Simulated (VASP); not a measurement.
Write the native input for VASP 6.6.1 that does the following.

```
Task                      : relaxation of the atoms
Functional                : PBEsol
Potentials or basis       : VASP PAW PBE potentials, release 64 (Li_sv, H)
Cutoff                    : 520 eV
k mesh                    : 12 × 12 × 1
Occupations               : gaussian, width 0.1 eV
Spin                      : no spin polarisation
Dipole correction         : yes
Atoms held fixed (from 0) : [0, 1]
Further INCAR settings    : ALGO = Normal; EDIFF = 1e-06; IBRION = 2; EDIFFG = -0.03; NSW = 90
```

The structure of Li5H lies in POSCAR:

```
Li5H
1.0
    3.0569172096      0.0000000000      0.0000000000
   -1.5284586048      2.6473679608      0.0000000000
    0.0000000000      0.0000000000     28.9965768339
Li H
5 1
Selective dynamics
Direct
    0.6666666667      0.3333333333      0.2931380503  F F F
    0.0000000000      0.0000000000      0.3793479033  F F F
    0.6666666667      0.3333333333      0.4638793772  T T T
    0.3333333333      0.6666666667      0.5481847959  T T T
    0.6666666667      0.3333333333      0.6294006716  T T T
    0.6666666667      0.3333333333      0.6845795987  T T T
```

These files were run (other wordings do the same):

INCAR

```
ALGO = Normal ; DIPOL = 0.5 0.5 0.500
EDIFF = 1E-6 ; EDIFFG = -0.03
ENCUT = 520 ; GGA = PS
IBRION = 2 ; IDIPOL = 3
ISIF = 2 ; ISMEAR = 0
LASPH = True ; LCHARG = False
LDIPOL = True ; LREAL = False
LWAVE = False ; NELM = 100
NSW = 90 ; PREC = Accurate
SIGMA = 0.1
```

KPOINTS

```
k-points
0
Gamma
  12 12 1
```

Potentials or basis: VASP PAW PBE potentials, release 64 (Li_sv, H).

The run is started by

```console
$ cat potpaw_PBE.64/Li_sv/POTCAR potpaw_PBE.64/H/POTCAR > POTCAR
$ mpirun -np 1 vasp_std > vasp.out
```

Results of the run:

```json
{"Energy gained by relaxing": "11.4 meV/atom", "Ionic steps": "20", "Band gap on the k mesh": "zero (bands 8 and 9 overlap by 3.73 eV)"}
```

Run time: 18 min on 1 thread of Intel(R) Xeon(R) Platinum 8488C (Sapphire Rapids), on a shared host, peak memory 0.37 GiB.
